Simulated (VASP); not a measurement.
Write the native input for VASP 6.6.1 that does the following.

```yaml
Task: single point
Functional: LDA
Potentials_or_basis: VASP PAW LDA potentials, release 64 (Sb)
Cutoff: 520 eV
k_mesh: 9 × 9 × 9
Occupations: methfessel-paxton, width 1 eV
Spin: no spin polarisation
Dipole_correction: no
Further_INCAR_settings: ALGO = Normal; EDIFF = 1e-07; NBANDS = 12
```

The structure of Sb lies in POSCAR:

```
Sb
1.0
    2.1456002536      1.2387628840      3.6587425366
   -2.1456002536      1.2387628840      3.6587425366
    0.0000000000     -2.4775257680      3.6587425366
Sb
2
Direct
    0.2359371474      0.2359371474      0.2359371474
    0.7640628526      0.7640628526      0.7640628526
```

One way to write it, as run:

INCAR

```
PREC     = Accurate       # precision mode
ENCUT    = 520            # plane-wave cutoff, eV
EDIFF    = 1E-7           # SCF threshold, eV
ISMEAR   = 1              # smearing method
SIGMA    = 1.0            # smearing width, eV
LREAL    = False          # projectors in reciprocal space
LASPH    = True           # aspherical terms in the spheres
NELM     = 60             # most SCF steps
ALGO     = Normal         # electronic algorithm
ISIF     = 2              # what is computed and relaxed
LWAVE    = False          # write WAVECAR
LCHARG   = True           # write CHGCAR
LELF     = True           # ELF
LVHAR    = True         
NBANDS   = 12             # bands
```

KPOINTS

```
Automatic mesh
0
Gamma
  9 9 9
```

Potentials or basis: VASP PAW LDA potentials, release 64 (Sb).

Run with:

```console
$ cat potpaw_LDA.64/Sb/POTCAR > POTCAR
$ mpirun -np 1 vasp_std > vasp.out
```

It gave:

| Property | Result |
| --- | --- |
| Pressure | 0.0 GPa |
| Largest force | 0.145 eV/Å |

It took 44 s on 1 thread of AMD EPYC 7R43 64-Core Processor (Zen 3) (shared host), peak memory 0.16 GiB.
